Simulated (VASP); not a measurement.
# Mo in VASP: a series of runs

The runs below take Mo through single point, with PBEsol.

Everything below comes from runs of VASP 6.6.1. Logs are shortened: lines on timing, memory, paths and dates and some standing lists are left out, and cuts for length are marked.

## (1) The cell of the first run

The cell holds a slab with vacuum, 3 atoms: a = 2.555 Å, b = 2.736 Å, c = 20.738 Å, α = 90.00°, β = 90.00°, γ = 90.00°.

## (2) Single point, PBEsol

The input, INCAR:

```
  PREC = Accurate
  ENCUT = 400
  EDIFF = 1E-6
  ISMEAR = -1
  SIGMA = 0.1
  LREAL = F
  LASPH = T
  NELM = 120
  ALGO = Normal
  ISIF = 2
  LWAVE = F
  LCHARG = F
  LDIPOL = T
  IDIPOL = 3
  DIPOL = 0.5 0.5 0.500
  GGA = PS
  NBANDS = 28
  GGA_COMPAT = F
  NELMDL = -8
```

The input, KPOINTS:

```
regular mesh
0
Gamma
  7 6 1
```

The input, POSCAR:

```
Mo
1.0
    2.5551810000      0.0000000000      0.0000000000
    0.0000000000      2.7355100000      0.0000000000
    0.0000000000      0.0000000000     20.7380420000
Mo
3
Direct
    0.5000000000      0.0000000000      0.3857644806
    0.5000000000      0.5000000000      0.5000000000
    0.5000000000      0.0000000000      0.6142355194
```

Potentials or basis: VASP PAW PBE potentials, release 64 (Mo_sv).

Run with:

```
> cat potpaw_PBE.64/Mo_sv/POTCAR > POTCAR
> mpirun -np 1 vasp_std > vasp.out
```

OUTCAR:

```text
PREC = Accurate
   ENCUT = 400
   EDIFF = 1E-6
   ISMEAR = -1
   LREAL = F
   LASPH = T
   NELM = 120
   ISIF = 2
   GGA = PS
   NELMDL = -8

 ion  position               nearest neighbor table
   1  0.500  0.000  0.386-   2 2.74   2 2.74
   2  0.500  0.500  0.500-   1 2.74   3 2.74   1 2.74   3 2.74
   3  0.500  0.000  0.614-   2 2.74   2 2.74

  LATTYP: Found a simple orthorhombic cell.
 ALAT       =     2.5551810000
 B/A-ratio  =     1.0705738654
 C/A-ratio  =     8.1160755344

  Lattice vectors:

 A1 = (   2.5551810000,   0.0000000000,   0.0000000000)
 A2 = (   0.0000000000,   2.7355100000,   0.0000000000)
 A3 = (   0.0000000000,   0.0000000000,  20.7380420000)

Analysis of symmetry for initial positions (statically):
=====================================================================
 Subroutine PRICEL returns:
 Original cell was already a primitive cell.

 Routine SETGRP: Setting up the symmetry group for a
 simple orthorhombic supercell.

 Subroutine GETGRP returns: Found  8 space group operations
 (whereof  8 operations were pure point group operations)
 out of a pool of  8 trial point group operations.

The static configuration has the point symmetry D_2h.

Analysis of symmetry for dynamics (positions and initial velocities):
=====================================================================
 Subroutine PRICEL returns:
 Original cell was already a primitive cell.

 Routine SETGRP: Setting up the symmetry group for a
 simple orthorhombic supercell.

 Subroutine GETGRP returns: Found  8 space group operations
 (whereof  8 operations were pure point group operations)
 out of a pool of  8 trial point group operations.

The dynamic configuration has the point symmetry D_2h.

 Subroutine INISYM returns: Found  8 space group operations
 (whereof  8 operations are pure point group operations),
 and found     1 'primitive' translations

----------------------------------------------------------------------------------------

                                     Primitive cell

  volume of cell :     144.9532

  direct lattice vectors                    reciprocal lattice vectors
     2.555181000  0.000000000  0.000000000     0.391361708  0.000000000  0.000000000
     0.000000000  2.735510000  0.000000000     0.000000000  0.365562546  0.000000000
     0.000000000  0.000000000 20.738042000     0.000000000  0.000000000  0.048220560

  length of vectors
     2.555181000  2.735510000 20.738042000     0.391361708  0.365562546  0.048220560

  position of ions in fractional coordinates (direct lattice)
     0.500000000  0.000000000  0.385764481
     0.500000000  0.500000000  0.500000000
     0.500000000  0.000000000  0.614235519

  ion indices of the primitive-cell ions
   primitive index   ion index
                 1           1
                 2           2
                 3           3

----------------------------------------------------------------------------------------

 KPOINTS: regular mesh

Automatic generation of k-mesh.
 Grid dimensions read from file:
 generate k-points for:    7    6    1

 Generating k-lattice:

  Cartesian coordinates                     Fractional coordinates (reciprocal lattice)
     0.055908815  0.000000000  0.000000000     0.142857143  0.000000000  0.000000000
     0.000000000  0.060927091  0.000000000     0.000000000  0.166666667  0.000000000
     0.000000000  0.000000000  0.048220560     0.000000000  0.000000000  1.000000000

  Length of vectors
     0.055908815  0.060927091  0.048220560

  Shift w.r.t. Gamma in fractional coordinates (k-lattice)
     0.000000000  0.000000000  0.000000000

 Subroutine IBZKPT returns following result:
 ===========================================

 Found     16 irreducible k-points:

 Following reciprocal coordinates:
            Coordinates               Weight
  0.000000  0.000000  0.000000      1.000000
  0.142857  0.000000  0.000000      2.000000
  0.285714  0.000000  0.000000      2.000000
  0.428571  0.000000  0.000000      2.000000
  0.000000  0.166667  0.000000      2.000000
  0.142857  0.166667  0.000000      4.000000
[... 8 lines left out ...]
  0.285714  0.500000  0.000000      2.000000
  0.428571  0.500000  0.000000      2.000000
   k-points           NKPTS =     16   k-points in BZ     NKDIM =     16   number of bands    NBANDS=     28
   number of dos      NEDOS =    301   number of ions     NIONS =      3
   total plane-waves  NPLWV =  45360
   dimension x,y,z NGX =    18 NGY =   18 NGZ =  140
   dimension x,y,z NGXF=    36 NGYF=   36 NGZF=  280
   ions per type =               3
   NGX,Y,Z   is equivalent  to a cutoff of  11.71, 10.94, 11.22 a.u.
   NGXF,Y,Z  is equivalent  to a cutoff of  23.42, 21.88, 22.45 a.u.
 SYSTEM =  unknown system
   PREC   = accura    normal or accurate (medium, high low for compatibility)
   ISTART =      0    job   : 0-new  1-cont  2-samecut
   ICHARG =      2    charge: 1-file 2-atom 10-const
   ISPIN  =      1    spin polarized calculation?
   LNONCOLLINEAR =      F non collinear calculations
   LSORBIT =      F    spin-orbit coupling
   LASPH  =      T    aspherical Exc in radial PAW
   ENCUT  =  400.0 eV  29.40 Ry    5.42 a.u.   4.17  4.46 33.82*2*pi/ulx,y,z
   NELM   =    120;   NELMIN=  2; NELMDL= -8     # of ELM steps
   EDIFF  = 0.1E-05   stopping-criterion for ELM
   LREAL  =      F    real-space projection
   EDIFFG = 0.1E-04   stopping-criterion for IOM
   NSW    =      0    number of steps for IOM
   IBRION =     -1    ionic relax: 0-MD 1-quasi-New 2-CG
   NFREE  =      0    steps in history (QN), initial steepest desc. (CG)
   ISIF   =      2    stress and relaxation
   ISYM   =      2    0-nonsym 1-usesym 2-fastsym
   POTIM  = 0.5000    time-step for ionic-motion
   TEBEG  =    0.0;   TEEND  =   0.0 temperature during run
   PSTRESS=    0.0 pullay stress
   NELECT =      42.0000    total number of electrons
   NUPDOWN=      -1.0000    fix difference up-down
   EMIN   =  10.00;   EMAX   =-10.00  energy-range for DOS
   EFERMI =   0.00;   METHOD = LEGACY
   ISMEAR =    -1;   SIGMA  =   0.10  broadening in eV -4-tet -1-fermi 0-gaus
   EFERMI_NEDOS =   21; number of points for ismear=-14 and -15
   IALGO  =     38    algorithm
   IMIX   =      4    mixing-type and parameters
     AMIX     =   0.40;   BMIX     =  1.00
     AMIX_MAG =   1.60;   BMIX_MAG =  1.00
  volume/ion in A,a.u.               =      48.32       326.06
  Fermi-wavevector in a.u.,A,eV,Ry     =   1.083300  2.047140 15.966962  1.173539
  Thomas-Fermi vector in A             =   2.219362
   LORBIT       =      0    0 simple, 1 ext, 2 COOP (PROOUT), +10 PAW based schemes
   GGA     = PS    functional components
   LHFCALC =     F    Hartree Fock is set to
   AEXX    =    0.0000 exact exchange contribution
   IVDW    =     0    specifies the selected vdW correction
   LEPSILON=     F    determine dielectric tensor
   LRPA    =     F    only Hartree local field effects (RPA)
 non-spin polarized calculation
  energy-cutoff  :      400.00
  volume of cell :      144.95
 maximum number of plane-waves:      2674
 NGX is ok and might be reduce to    18

 dipolmoment           0.000000      0.000000     -0.000000 electrons x Angstroem

 number of electron      42.0000017 magnetization

 dipolmoment           0.000000      0.000000      0.000000 electrons x Angstroem

 Free energy of the ion-electron system (eV)
  ---------------------------------------------------
  ext. energy  EPLUGINS =         0.00000000
  ---------------------------------------------------
  free energy    TOTEN  =       -30.72604608 eV

  energy without entropy =      -30.60884718  energy(sigma->0) =      -30.66744663

 E-fermi :   0.7220     XC(G=0):  -5.4752

 val. band max:        0.7058948283   @ k =   0.0000   0.0000   0.0000
 cond. band min:       0.7656539096   @ k =   0.4286   0.1667   0.0000
 fundamental gap:      0.0597590813
 Fermi energy:         0.7219847939

 k-point     1 :       0.0000    0.0000    0.0000
  band No.  band energies     occupation
      1     -60.2205      2.00000
      2     -60.0559      2.00000
      3     -60.0169      2.00000
      4     -34.6857      2.00000
      5     -34.1724      2.00000
      6     -33.8096      2.00000
[... 20 lines left out ...]
     27       4.2583      0.00000
     28       4.2816      0.00000

 k-point     2 :       0.1429    0.0000    0.0000
  band No.  band energies     occupation
      1     -60.1764      2.00000
      2     -60.0127      2.00000
      3     -59.9742      2.00000
      4     -34.6418      2.00000
      5     -34.1354      2.00000
      6     -33.8730      2.00000
[... 20 lines left out ...]
     27       3.3705      0.00000
     28       3.7389      0.00000

 k-point     3 :       0.2857    0.0000    0.0000
  band No.  band energies     occupation
      1     -60.0756      2.00000
      2     -59.9141      2.00000
      3     -59.8766      2.00000
      4     -34.5959      2.00000
      5     -34.5424      2.00000
      6     -34.3547      2.00000
[... 20 lines left out ...]
     27       2.6135      0.00000
     28       2.7922      0.00000

 k-point     4 :       0.4286    0.0000    0.0000
  band No.  band energies     occupation
      1     -59.9931      2.00000
      2     -59.8334      2.00000
      3     -59.7967      2.00000
      4     -35.1408      2.00000
      5     -34.8910      2.00000
      6     -34.8571      2.00000
[... 330 lines left out ...]
     27       3.5985      0.00000
     28       4.6317      0.00000

 k-point    15 :       0.2857    0.5000    0.0000
  band No.  band energies     occupation
      1     -59.9284      2.00000
      2     -59.8054      2.00000
      3     -59.8053      2.00000
      4     -34.6968      2.00000
      5     -34.5660      2.00000
      6     -34.4579      2.00000
[... 20 lines left out ...]
     27       3.9562      0.00000
     28       6.6306      0.00000

 k-point    16 :       0.4286    0.5000    0.0000
  band No.  band energies     occupation
      1     -59.8486      2.00000
      2     -59.7265      2.00000
      3     -59.7264      2.00000
      4     -34.9783      2.00000
      5     -34.7635      2.00000
      6     -34.7632      2.00000
[... 20 lines left out ...]
     27       5.8838      0.00000
     28       8.1341      0.00000

------------------------ aborting loop because EDIFF is reached ----------------------------------------

 vacuum level on the upper side and lower side of the slab       (xc-potential included)        -0.188        -0.188

  FORCE on cell =-STRESS in cart. coord.  units (eV):
  Direction    XX          YY          ZZ          XY          YZ          ZX
  --------------------------------------------------------------------------------------
  -------------------------------------------------------------------------------------
  Total       -5.8745301     -8.3414613      0.0359326     -0.0000000      0.0000000      0.0000000
  in kB      -64.9315825    -92.1987416      0.3971655     -0.0000000      0.0000000      0.0000000
  external PRESSURE =     -52.2443862 kB  Pullay stress =       0.0000000 kB

 VOLUME and BASIS-vectors are now :
 -----------------------------------------------------------------------------
  energy-cutoff  :      400.00
  volume of cell :      144.95
      direct lattice vectors                 reciprocal lattice vectors
     2.555181000  0.000000000  0.000000000     0.391361708  0.000000000  0.000000000
     0.000000000  2.735510000  0.000000000     0.000000000  0.365562546  0.000000000
     0.000000000  0.000000000 20.738042000     0.000000000  0.000000000  0.048220560

 POSITION                                       TOTAL-FORCE (eV/Angst)
 -----------------------------------------------------------------------------------
      1.27759      0.00000      8.00000         0.000000      0.000000     -0.064817
      1.27759      1.36776     10.36902         0.000000      0.000000      0.000000
      1.27759      0.00000     12.73804         0.000000      0.000000      0.064817
 -----------------------------------------------------------------------------------
    total drift:                                0.000000      0.000000      0.000000

  FREE ENERGIE OF THE ION-ELECTRON SYSTEM (eV)
  ---------------------------------------------------
  free  energy   TOTEN  =       -30.7260460794 eV

  energy  without entropy=      -30.6088471773  energy(sigma->0) =      -30.66744663

 vacuum level on the upper side and lower side of the slab         5.562         5.562
```

It took 88 s on 1 thread of AMD EPYC 7R43 (Zen 3), shared host; peak memory 0.17 GiB.

Results:

```yaml
Free_energy: -30.7260 eV
Largest_force: 0.065 eV/Å
Band_gap_on_the_k_mesh: zero (bands 21 and 22 overlap by 1.43 eV)
```

Forces in eV/Å, atoms in the order of the input:
```
Mo   0.000  0.000 -0.065
Mo   0.000  0.000  0.000
Mo   0.000  0.000  0.065
```

Caveat: the k points lie up to 0.38 Å⁻¹ apart, too coarse for converged energies and pressures of a metal; the PAW data sets were made with another functional, which shifts forces and pressure a little.

## (3) Single point, PBEsol

This run uses another cell than the first one: it holds 5 atoms, not 3.

The input, INCAR:

```
SYSTEM = Mo
PREC = Accurate
ENCUT = 400
EDIFF = 1E-6
ISMEAR = -1
SIGMA = 0.1
LREAL = .False.
LASPH = .True.
NELM = 120
ALGO = Normal
ISIF = 2
LWAVE = .False.
LCHARG = .True.
LDIPOL = .True.
IDIPOL = 3
DIPOL = 0.5 0.5 0.500
GGA = PS
LELF = .True.
LVHAR = .True.
LVACPOTAV = .True.
NBANDS = 43
GGA_COMPAT = .False.
NELMDL = -8
```

The input, KPOINTS:

```
regular mesh
0
Gamma
  7 6 1
  0 0 0
```

The input, POSCAR:

```
Mo
1.0
    2.5551810000      0.0000000000      0.0000000000
    0.0000000000      2.7355100000      0.0000000000
    0.0000000000      0.0000000000     25.4760840000
Mo
5
Direct
    0.5000000000      0.0000000000      0.3140200040
    0.5000000000      0.5000000000      0.4070100020
    0.5000000000      0.0000000000      0.5000000000
    0.5000000000      0.5000000000      0.5929899980
    0.5000000000      0.0000000000      0.6859799960
```

Potentials or basis: VASP PAW PBE potentials, release 64 (Mo_sv).

Run with:

```
> cat potpaw_PBE.64/Mo_sv/POTCAR > POTCAR
> mpirun -np 1 vasp_std > vasp.out
```

OUTCAR:

```text
SYSTEM = Mo
   PREC = Accurate
   ENCUT = 400
   EDIFF = 1E-6
   ISMEAR = -1
   LREAL = .False.
   LASPH = .True.
   NELM = 120
   ISIF = 2
   GGA = PS
   NELMDL = -8

 ion  position               nearest neighbor table
   1  0.500  0.000  0.314-   2 2.74   2 2.74
   2  0.500  0.500  0.407-   1 2.74   3 2.74   1 2.74   3 2.74
   3  0.500  0.000  0.500-   2 2.74   4 2.74   2 2.74   4 2.74
   4  0.500  0.500  0.593-   3 2.74   5 2.74   3 2.74   5 2.74
   5  0.500  0.000  0.686-   4 2.74   4 2.74

  LATTYP: Found a simple orthorhombic cell.
 ALAT       =     2.5551810000
 B/A-ratio  =     1.0705738654
 C/A-ratio  =     9.9703637433

  Lattice vectors:

 A1 = (   2.5551810000,   0.0000000000,   0.0000000000)
 A2 = (   0.0000000000,   2.7355100000,   0.0000000000)
 A3 = (   0.0000000000,   0.0000000000,  25.4760840000)

Analysis of symmetry for initial positions (statically):
=====================================================================
 Subroutine PRICEL returns:
 Original cell was already a primitive cell.

 Routine SETGRP: Setting up the symmetry group for a
 simple orthorhombic supercell.

 Subroutine GETGRP returns: Found  8 space group operations
 (whereof  8 operations were pure point group operations)
 out of a pool of  8 trial point group operations.

The static configuration has the point symmetry D_2h.

Analysis of symmetry for dynamics (positions and initial velocities):
=====================================================================
 Subroutine PRICEL returns:
 Original cell was already a primitive cell.

 Routine SETGRP: Setting up the symmetry group for a
 simple orthorhombic supercell.

 Subroutine GETGRP returns: Found  8 space group operations
 (whereof  8 operations were pure point group operations)
 out of a pool of  8 trial point group operations.

The dynamic configuration has the point symmetry D_2h.
[... 116 lines left out ...]
     AMIX_MAG =   1.60;   BMIX_MAG =  1.00
  volume/ion in A,a.u.               =      35.61       240.34
  Fermi-wavevector in a.u.,A,eV,Ry     =   1.199251  2.266255 19.567928  1.438202
  Thomas-Fermi vector in A             =   2.335118
   LORBIT       =      0    0 simple, 1 ext, 2 COOP (PROOUT), +10 PAW based schemes
   GGA     = PS    functional components
   LHFCALC =     F    Hartree Fock is set to
   AEXX    =    0.0000 exact exchange contribution
   IVDW    =     0    specifies the selected vdW correction
   LEPSILON=     F    determine dielectric tensor
   LRPA    =     F    only Hartree local field effects (RPA)
 non-spin polarized calculation
  energy-cutoff  :      400.00
  volume of cell :      178.07
 maximum number of plane-waves:      3296
 NGX is ok and might be reduce to    18

 number of electron      70.0000029 magnetization

 dipolmoment           0.000000      0.000000     -0.000000 electrons x Angstroem

 Free energy of the ion-electron system (eV)
  ---------------------------------------------------
  ext. energy  EPLUGINS =         0.00000000
  ---------------------------------------------------
  free energy    TOTEN  =       -52.53115979 eV

  energy without entropy =      -52.34211645  energy(sigma->0) =      -52.43663812

 E-fermi :   2.7290     XC(G=0):  -6.8921

 val. band max:        2.7233013254   @ k =   0.4286   0.1667   0.0000
 cond. band min:       2.7321136578   @ k =   0.2857   0.5000   0.0000
 fundamental gap:      0.0088123324
 Fermi energy:         2.7290403052

 k-point     1 :       0.0000    0.0000    0.0000
  band No.  band energies     occupation
      1     -58.2192      2.00000
      2     -58.1631      2.00000
      3     -58.0682      2.00000
      4     -57.9925      2.00000
      5     -57.9843      2.00000
      6     -32.7916      2.00000
[... 725 lines left out ...]
     42       7.5801      0.00000
     43       7.6876      0.00000

------------------------ aborting loop because EDIFF is reached ----------------------------------------

  FORCE on cell =-STRESS in cart. coord.  units (eV):
  Direction    XX          YY          ZZ          XY          YZ          ZX
  --------------------------------------------------------------------------------------
  -------------------------------------------------------------------------------------
  Total       -8.8005976     -8.3692057     -0.1847513      0.0000000      0.0000000      0.0000000
  in kB      -79.1826618    -75.3012487     -1.6622846      0.0000000      0.0000000      0.0000000
  external PRESSURE =     -52.0487317 kB  Pullay stress =       0.0000000 kB

 VOLUME and BASIS-vectors are now :
 -----------------------------------------------------------------------------
  energy-cutoff  :      400.00
  volume of cell :      178.07
      direct lattice vectors                 reciprocal lattice vectors
     2.555181000  0.000000000  0.000000000     0.391361708  0.000000000  0.000000000
     0.000000000  2.735510000  0.000000000     0.000000000  0.365562546  0.000000000
     0.000000000  0.000000000 25.476084000     0.000000000  0.000000000  0.039252501

 POSITION                                       TOTAL-FORCE (eV/Angst)
 -----------------------------------------------------------------------------------
      1.27759      0.00000      8.00000         0.000000      0.000000      0.160238
      1.27759      1.36776     10.36902         0.000000      0.000000     -0.376922
      1.27759      0.00000     12.73804         0.000000      0.000000     -0.000000
      1.27759      1.36776     15.10706         0.000000      0.000000      0.376922
      1.27759      0.00000     17.47608         0.000000      0.000000     -0.160238
 -----------------------------------------------------------------------------------
    total drift:                                0.000000      0.000000      0.000000

  FREE ENERGIE OF THE ION-ELECTRON SYSTEM (eV)
  ---------------------------------------------------
  free  energy   TOTEN  =       -52.5311597928 eV

  energy  without entropy=      -52.3421164452  energy(sigma->0) =      -52.43663812

 vacuum level on the upper side and lower side of the slab         7.676         7.676
```

Run time: 4 min. Hardware: 1 thread of AMD EPYC 7R43 (Zen 3), shared host; peak memory 0.2 GiB.

What came out:

```yaml
Free_energy: -52.5312 eV
Largest_force: 0.377 eV/Å
Band_gap_on_the_k_mesh: zero (bands 35 and 36 overlap by 1.50 eV)
```

Forces on the atoms (eV/Å):
```
Mo   0.000  0.000  0.160
Mo   0.000  0.000 -0.377
Mo   0.000  0.000  0.000
Mo   0.000  0.000  0.377
Mo   0.000  0.000 -0.160
```

Caveat: the k points lie up to 0.38 Å⁻¹ apart, too coarse for converged energies and pressures of a metal; the PAW data sets were made with another functional, which shifts forces and pressure a little.
